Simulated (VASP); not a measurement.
Input of a VASP 6.6.1 run:

The input INCAR:

```
ALGO = Normal ; EDIFF = 1E-6
EDIFFG = -0.04 ; ENCUT = 600
GGA = PE ; IBRION = 2
ISIF = 3 ; ISMEAR = 0
ISPIN = 2 ; LASPH = T
LCHARG = F ; LMAXMIX = 4
LORBIT = 11 ; LREAL = F
LWAVE = F ; MAGMOM = 0 0 0 0 1 0
NELM = 150 ; NSW = 90
PREC = Accurate ; SIGMA = 0.1
```

KPOINTS

```
k-points
0
Gamma
  6 6 2
```

File POSCAR:

```
Mg4TiN
1.0
    3.5384482200      0.0000000000      0.0000000000
   -1.7692241100      3.0643860500      0.0000000000
    0.0000000000      0.0000000000      7.7626800200
Mg Ti N
4 1 1
Direct
    0.3333333300      0.6666666700      0.7664294200
    0.3333333300      0.6666666700      0.2335705800
    0.6666666700      0.3333333300      0.7664294200
    0.6666666700      0.3333333300      0.2335705800
    0.0000000000      0.0000000000      0.0000000000
    0.0000000000      0.0000000000      0.5000000000
```

Potentials or basis: VASP PAW PBE potentials, release 64 (Mg, Ti_sv, N).

Command:

```sh
$ cat potpaw_PBE.64/Mg/POTCAR potpaw_PBE.64/Ti_sv/POTCAR potpaw_PBE.64/N/POTCAR > POTCAR
$ mpirun -np 1 vasp_std > vasp.out
```

(1) Predict the relaxed cell.

(2) Predict the net moment.

(3) What does it give for the relaxed volume?

Answers

(1) a = 4.750 Å, b = 4.750 Å, c = 5.383 Å, α = 90.00°, β = 90.00°, γ = 120.00°.

(2) 0.00 μB per cell.

(3) 17.53 Å³/atom.

Caveat: the k points lie up to 0.58 Å⁻¹ apart in the final cell; the volume moved by over 15 % at a fixed basis, so the end points are rough.
